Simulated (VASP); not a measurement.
# W (I4/mmm) in VASP: a series of runs

W is run at these levels: r2SCAN; tasks: single point.

Program: VASP 6.6.1. These are calculated values, not measurements. Logs are shortened: lines on timing, memory, paths and dates and some standing lists are left out, and cuts for length are marked.

## 1. The cell of the first run

The structure is tetragonal, space group I4/mmm (No. 139). The conventional cell has a = 2.871 Å, b = 2.871 Å, c = 3.979 Å, α = 90.00°, β = 90.00°, γ = 90.00°. W (site symmetry 4/mmm) has 12 W at 2.84 to 2.87 Å within 3.7 Å.

## 2. Single point, r2SCAN (strain -0.0200 x Voigt [0, 0, 1, 0, 0, 0])

File POSCAR:

```
W
1.0
    0.0000000000      2.0300000000      1.9894000000
    2.0300000000      0.0000000000      1.9894000000
    2.0300000000      2.0300000000      0.0000000000
W
1
Direct
    0.0000000000      0.0000000000      0.0000000000
```

File INCAR.step1:

```
PREC = Accurate ; ENCUT = 520
ISMEAR = 0 ; SIGMA = 0.15
LREAL = False ; LASPH = True
NELM = 100 ; NBANDS = 13
GGA = PE ; ALGO = Normal
EDIFF = 1E-4 ; LWAVE = True
LCHARG = False
```

File INCAR.step2:

```
PREC = Accurate ; ENCUT = 520
EDIFF = 1E-7 ; ISMEAR = 0
SIGMA = 0.15 ; LREAL = False
LASPH = True ; NELM = 100
ALGO = Normal ; ISIF = 2
LWAVE = False ; LCHARG = False
METAGGA = R2SCAN ; LMIXTAU = True
NBANDS = 13 ; ISTART = 1
```

File KPOINTS:

```
Automatic mesh
0
Gamma
  20 20 20
```

Potentials or basis: VASP PAW PBE potentials, release 64 (W_sv).

The run is started by

```
> cat potpaw_PBE.64/W_sv/POTCAR > POTCAR
> cp INCAR.step1 INCAR
> mpirun -np 1 vasp_std > vasp.out
> cp INCAR.step2 INCAR
> mpirun -np 1 vasp_std > vasp.out
```

OUTCAR:

```text
PREC = Accurate
   ENCUT = 520
   EDIFF = 1E-7
   ISMEAR = 0
   LREAL = False
   LASPH = True
   NELM = 100
   ISIF = 2
   METAGGA = R2SCAN
   ISTART = 1

 ion  position               nearest neighbor table
   1  0.000  0.000  0.000-

  LATTYP: Found a body centered tetragonal cell.
 ALAT       =     2.8708535316
 C/A-ratio  =     1.3859292911

  Lattice vectors:

 A1 = (   0.0000000000,  -2.0300000000,  -1.9894000000)
 A2 = (   0.0000000000,   2.0300000000,  -1.9894000000)
 A3 = (   2.0300000000,   0.0000000000,   1.9894000000)

Analysis of symmetry for initial positions (statically):
=====================================================================
 Subroutine PRICEL returns:
 Original cell was already a primitive cell.

 Routine SETGRP: Setting up the symmetry group for a
 body centered tetragonal supercell.

 Subroutine GETGRP returns: Found 16 space group operations
 (whereof 16 operations were pure point group operations)
 out of a pool of 16 trial point group operations.

The static configuration has the point symmetry D_4h.

Analysis of symmetry for dynamics (positions and initial velocities):
=====================================================================
 Subroutine PRICEL returns:
 Original cell was already a primitive cell.

 Routine SETGRP: Setting up the symmetry group for a
 body centered tetragonal supercell.

 Subroutine GETGRP returns: Found 16 space group operations
 (whereof 16 operations were pure point group operations)
 out of a pool of 16 trial point group operations.

The dynamic configuration has the point symmetry D_4h.

 Subroutine INISYM returns: Found 16 space group operations
 (whereof 16 operations are pure point group operations),
 and found     1 'primitive' translations

----------------------------------------------------------------------------------------

                                     Primitive cell

  volume of cell :      16.3962

  direct lattice vectors                    reciprocal lattice vectors
     0.000000000  2.030000000  1.989400000    -0.246305419  0.246305419  0.251332060
     2.030000000  0.000000000  1.989400000     0.246305419 -0.246305419  0.251332060
     2.030000000  2.030000000  0.000000000     0.246305419  0.246305419 -0.251332060

  length of vectors
     2.842289985  2.842289985  2.870853532     0.429535241  0.429535241  0.429535241

  position of ions in fractional coordinates (direct lattice)
     0.000000000  0.000000000  0.000000000

  ion indices of the primitive-cell ions
   primitive index   ion index
                 1           1

----------------------------------------------------------------------------------------

 KPOINTS: Automatic mesh

Automatic generation of k-mesh.
 Grid dimensions read from file:
 generate k-points for:   20   20   20

 Generating k-lattice:

  Cartesian coordinates                     Fractional coordinates (reciprocal lattice)
    -0.012315271  0.012315271  0.012566603     0.050000000  0.000000000  0.000000000
     0.012315271 -0.012315271  0.012566603     0.000000000  0.050000000  0.000000000
     0.012315271  0.012315271 -0.012566603     0.000000000  0.000000000  0.050000000

  Length of vectors
     0.021476762  0.021476762  0.021476762

  Shift w.r.t. Gamma in fractional coordinates (k-lattice)
     0.000000000  0.000000000  0.000000000

 Subroutine IBZKPT returns following result:
 ===========================================

 Found    641 irreducible k-points:

 Following reciprocal coordinates:
            Coordinates               Weight
  0.000000  0.000000  0.000000      1.000000
  0.050000 -0.000000  0.000000      8.000000
  0.100000 -0.000000  0.000000      8.000000
  0.150000 -0.000000  0.000000      8.000000
  0.200000 -0.000000  0.000000      8.000000
  0.250000  0.000000  0.000000      8.000000
[... 16 lines left out ...]
 -0.400000  0.050000  0.000000      8.000000
 -0.350000  0.050000  0.000000      8.000000
 [... further k-points ...]
   k-points           NKPTS =    641   k-points in BZ     NKDIM =    641   number of bands    NBANDS=     13
   number of dos      NEDOS =    301   number of ions     NIONS =      1
   total plane-waves  NPLWV =  13824
   dimension x,y,z NGX =    24 NGY =   24 NGZ =   24
   dimension x,y,z NGXF=    48 NGYF=   48 NGZF=   48
   ions per type =               1
   NGX,Y,Z   is equivalent  to a cutoff of  14.04, 14.04, 13.90 a.u.
   NGXF,Y,Z  is equivalent  to a cutoff of  28.08, 28.08, 27.80 a.u.
 SYSTEM =  unknown system
   PREC   = accura    normal or accurate (medium, high low for compatibility)
   ISTART =      1    job   : 0-new  1-cont  2-samecut
   ICHARG =      0    charge: 1-file 2-atom 10-const
   ISPIN  =      1    spin polarized calculation?
   LNONCOLLINEAR =      F non collinear calculations
   LSORBIT =      F    spin-orbit coupling
   LASPH  =      T    aspherical Exc in radial PAW
   ENCUT  =  520.0 eV  38.22 Ry    6.18 a.u.   5.28  5.28  5.34*2*pi/ulx,y,z
   NELM   =    100;   NELMIN=  2; NELMDL=  0     # of ELM steps
   EDIFF  = 0.1E-06   stopping-criterion for ELM
   LREAL  =      F    real-space projection
   EDIFFG = 0.1E-05   stopping-criterion for IOM
   NSW    =      0    number of steps for IOM
   IBRION =     -1    ionic relax: 0-MD 1-quasi-New 2-CG
   NFREE  =      0    steps in history (QN), initial steepest desc. (CG)
   ISIF   =      2    stress and relaxation
   ISYM   =      2    0-nonsym 1-usesym 2-fastsym
   POTIM  = 0.5000    time-step for ionic-motion
   TEBEG  =    0.0;   TEEND  =   0.0 temperature during run
   PSTRESS=    0.0 pullay stress
   NELECT =      14.0000    total number of electrons
   NUPDOWN=      -1.0000    fix difference up-down
   EMIN   =  10.00;   EMAX   =-10.00  energy-range for DOS
   EFERMI =   0.00;   METHOD = LEGACY
   ISMEAR =     0;   SIGMA  =   0.15  broadening in eV -4-tet -1-fermi 0-gaus
   EFERMI_NEDOS =   21; number of points for ismear=-14 and -15
   IALGO  =     38    algorithm
   IMIX   =      4    mixing-type and parameters
     AMIX     =   0.40;   BMIX     =  1.00
     AMIX_MAG =   1.60;   BMIX_MAG =  1.00
  volume/ion in A,a.u.               =      16.40       110.65
  Fermi-wavevector in a.u.,A,eV,Ry     =   1.553112  2.934956 32.819388  2.412157
  Thomas-Fermi vector in A             =   2.657390
   LORBIT       =      0    0 simple, 1 ext, 2 COOP (PROOUT), +10 PAW based schemes
   METAGGA = R2SCAN    functional components
   LHFCALC =     F    Hartree Fock is set to
   AEXX    =    0.0000 exact exchange contribution
   IVDW    =     0    specifies the selected vdW correction
   LEPSILON=     F    determine dielectric tensor
   LRPA    =     F    only Hartree local field effects (RPA)
 non-spin polarized calculation
 Gauss-broadening in eV      SIGMA  =   0.15
  energy-cutoff  :      520.00
  volume of cell :       16.40
 maximum number of plane-waves:       454
 NGX is ok and might be reduce to    24
   NGX = 11   NGY = 11   NGZ = 11

 number of electron      14.0000001 magnetization

 Free energy of the ion-electron system (eV)
  ---------------------------------------------------
  ext. energy  EPLUGINS =         0.00000000
  ---------------------------------------------------
  free energy    TOTEN  =       -50.80760180 eV

  energy without entropy =      -50.79403639  energy(sigma->0) =      -50.80081910

 E-fermi :  10.3703     XC(G=0): -14.7359

 val. band max:       10.3681358384   @ k =   0.4000   0.0500   0.1000
 cond. band min:      10.3751678988   @ k =   0.4000   0.0000   0.1000
 fundamental gap:      0.0070320603
 Fermi energy:        10.3702572005

 k-point     1 :       0.0000    0.0000    0.0000
  band No.  band energies     occupation
      1     -65.2641      2.00000
      2     -28.2040      2.00000
      3     -28.2040      2.00000
      4     -28.1856      2.00000
      5       0.8659      2.00000
      6       9.6620      2.00000
      7       9.6620      2.00000
      8       9.9763      1.99980
      9      12.9298      0.00000
     10      13.3697      0.00000
     11      23.7244      0.00000
     12      29.1478      0.00000
     13      29.1478      0.00000

 k-point     2 :       0.0500   -0.0000    0.0000
  band No.  band energies     occupation
      1     -65.2611      2.00000
      2     -28.2319      2.00000
      3     -28.2085      2.00000
      4     -28.1936      2.00000
      5       0.9814      2.00000
      6       9.6092      2.00000
      7       9.7161      2.00000
      8       9.9900      1.99966
      9      12.8837      0.00000
     10      13.3142      0.00000
     11      23.9594      0.00000
     12      28.7499      0.00000
     13      29.3599      0.00000

 k-point     3 :       0.1000   -0.0000    0.0000
  band No.  band energies     occupation
      1     -65.2526      2.00000
      2     -28.3232      2.00000
      3     -28.2215      2.00000
      4     -28.2056      2.00000
      5       1.3178      2.00000
      6       9.4003      2.00000
      7       9.8607      2.00000
      8      10.0984      1.98963
      9      12.7761      0.00000
     10      13.1763      0.00000
     11      24.6078      0.00000
     12      27.6963      0.00000
     13      29.9788      0.00000
[... 305 lines left out ...]
 k-point    23 :      -0.4000    0.0500    0.0000
  band No.  band energies     occupation
      1     -65.1502      2.00000
      2     -29.3360      2.00000
      3     -28.3691      2.00000
      4     -28.3590      2.00000
      5       4.5038      2.00000
      6       9.6111      2.00000
      7       9.6567      2.00000
      8      10.1284      1.97742
      9      14.9166      0.00000
     10      15.5455      0.00000
     11      21.7695      0.00000
     12      24.3813      0.00000
     13      30.5152      0.00000

 k-point    24 :      -0.3500    0.0500    0.0000
  band No.  band energies     occupation
      1     -65.1622      2.00000
      2     -29.2225      2.00000
      3     -28.3486      2.00000
      4     -28.3473      2.00000
      5       4.3656      2.00000
      6       9.3168      2.00000
      7       9.7616      2.00000
      8       9.9483      1.99993
      9      14.2020      0.00000
     10      15.0649      0.00000
     11      22.4593      0.00000
     12      25.5880      0.00000
     13      31.4788      0.00000

 [... further k-points ...]

------------------------ aborting loop because EDIFF is reached ----------------------------------------

  FORCE on cell =-STRESS in cart. coord.  units (eV):
  Direction    XX          YY          ZZ          XY          YZ          ZX
  --------------------------------------------------------------------------------------
  -------------------------------------------------------------------------------------
  Total        0.0942155      0.0942155     -0.8722915      0.0000000      0.0000000      0.0000000
  in kB        9.2063800      9.2063800    -85.2369768      0.0000000      0.0000000      0.0000000
  external PRESSURE =     -22.2747389 kB  Pullay stress =       0.0000000 kB

 VOLUME and BASIS-vectors are now :
 -----------------------------------------------------------------------------
  energy-cutoff  :      520.00
  volume of cell :       16.40
      direct lattice vectors                 reciprocal lattice vectors
     0.000000000  2.030000000  1.989400000    -0.246305419  0.246305419  0.251332060
     2.030000000  0.000000000  1.989400000     0.246305419 -0.246305419  0.251332060
     2.030000000  2.030000000  0.000000000     0.246305419  0.246305419 -0.251332060

 POSITION                                       TOTAL-FORCE (eV/Angst)
 -----------------------------------------------------------------------------------
      0.00000      0.00000      0.00000         0.000000      0.000000      0.000000
 -----------------------------------------------------------------------------------
    total drift:                               -0.000000     -0.000000     -0.000000

  FREE ENERGIE OF THE ION-ELECTRON SYSTEM (eV)
  ---------------------------------------------------
  free  energy   TOTEN  =       -50.8076018048 eV

  energy  without entropy=      -50.7940363872  energy(sigma->0) =      -50.80081910
```

Run time: 10 min. Hardware: 1 thread of AMD EPYC 7R43 (Zen 3), shared host; peak memory 0.22 GiB.

Results:

```yaml
Free_energy: -50.8076 eV
Pressure: -2.2 GPa
Band_gap_on_the_k_mesh: zero (band 7 reaches 13.65 eV, above the bottom of band 8 at 9.81 eV)
```

Stress tensor (GPa, compression positive):
```
 0.92  0.00  0.00
 0.00  0.92  0.00
 0.00  0.00 -8.52
```

Levels at points of the mesh, in eV from the Fermi level:
```csv
k point,band 4,band 5,band 6,band 7,band 8,band 9,band 10,band 11
"(0.00, 0.00, 0.00)",-38.56,-9.50,-0.71,-0.71,-0.39,2.56,3.00,13.35
"(0.50, 0.00, 0.00)",-38.71,-5.92,-0.94,-0.58,0.44,5.17,5.33,10.82
"(0.50, 0.50, 0.00)",-39.04,-5.72,-4.83,3.28,5.26,5.94,5.94,12.07
"(0.50, 0.00, 0.50)",-38.97,-5.76,-4.80,2.86,5.31,5.80,6.08,12.25
```

Caveat: the cell differs from its parent crystal (strain -0.0200 x Voigt [0, 0, 1, 0, 0, 0]); the PAW data sets were made with another functional, which shifts forces and pressure a little; spin-orbit coupling is left out, which moves the levels of the heavy elements.

## 3. Single point, r2SCAN (strain -0.0400 x Voigt [0, 0, 1, 0, 0, 0])

File POSCAR:

```
W
1.0
    0.0000000000      2.0300000000      1.9488000000
    2.0300000000      0.0000000000      1.9488000000
    2.0300000000      2.0300000000      0.0000000000
W
1
Direct
    0.0000000000      0.0000000000      0.0000000000
```

File INCAR.step1:

```
SYSTEM = W
  ALGO = Normal
  EDIFF = 1E-4
  ENCUT = 520
  GGA = PE
  ISMEAR = 0
  LASPH = .True.
  LCHARG = .False.
  LREAL = .False.
  LWAVE = .True.
  NBANDS = 13
  NELM = 100
  PREC = Accurate
  SIGMA = 0.15
```

File INCAR.step2:

```
SYSTEM = W
  ALGO = Normal
  EDIFF = 1E-6
  ENCUT = 520
  ISIF = 2
  ISMEAR = 0
  ISTART = 1
  LASPH = .True.
  LCHARG = .False.
  LMIXTAU = .True.
  LREAL = .False.
  LWAVE = .False.
  METAGGA = R2SCAN
  NBANDS = 13
  NELM = 100
  PREC = Accurate
  SIGMA = 0.15
```

File KPOINTS:

```
k-points
0
Gamma
  20 20 20
  0 0 0
```

Potentials or basis: VASP PAW PBE potentials, release 64 (W_sv).

The run is started by

```
> cat potpaw_PBE.64/W_sv/POTCAR > POTCAR
> cp INCAR.step1 INCAR
> mpirun -np 1 vasp_std > vasp.out
> cp INCAR.step2 INCAR
> mpirun -np 1 vasp_std > vasp.out
```

Wall time 9.7 min (1 thread of AMD EPYC 7R43 (Zen 3), shared host); peak memory 0.21 GiB.

Results (log left out):

| Item | Value |
| --- | --- |
| Free energy | -50.8245 eV |
| Pressure | 4.0 GPa |
| Band gap on the k mesh | zero (band 7 reaches 14.37 eV, above the bottom of band 8 at 10.06 eV) |

Stress tensor (GPa, compression positive):
```
 9.79  0.00  0.00
 0.00  9.79  0.00
 0.00  0.00 -7.51
```

Levels at points of the mesh, in eV from the Fermi level:
| k point | band 4 | band 5 | band 6 | band 7 | band 8 | band 9 | band 10 | band 11 |
| --- | --- | --- | --- | --- | --- | --- | --- | --- |
| (0.00, 0.00, 0.00) | -38.53 | -9.66 | -0.88 | -0.88 | -0.24 | 2.34 | 3.23 | 13.35 |
| (0.50, 0.00, 0.00) | -38.67 | -6.09 | -1.21 | -0.47 | 0.47 | 5.17 | 5.53 | 11.11 |
| (0.50, 0.50, 0.00) | -39.09 | -5.89 | -5.04 | 3.67 | 5.34 | 6.07 | 6.07 | 11.98 |
| (0.50, 0.00, 0.50) | -38.95 | -5.97 | -4.95 | 2.79 | 5.39 | 5.77 | 6.34 | 12.34 |

Caveat: the cell differs from its parent crystal (strain -0.0400 x Voigt [0, 0, 1, 0, 0, 0]); the PAW data sets were made with another functional, which shifts forces and pressure a little; spin-orbit coupling is left out, which moves the levels of the heavy elements.

[end of part 1 of 2]
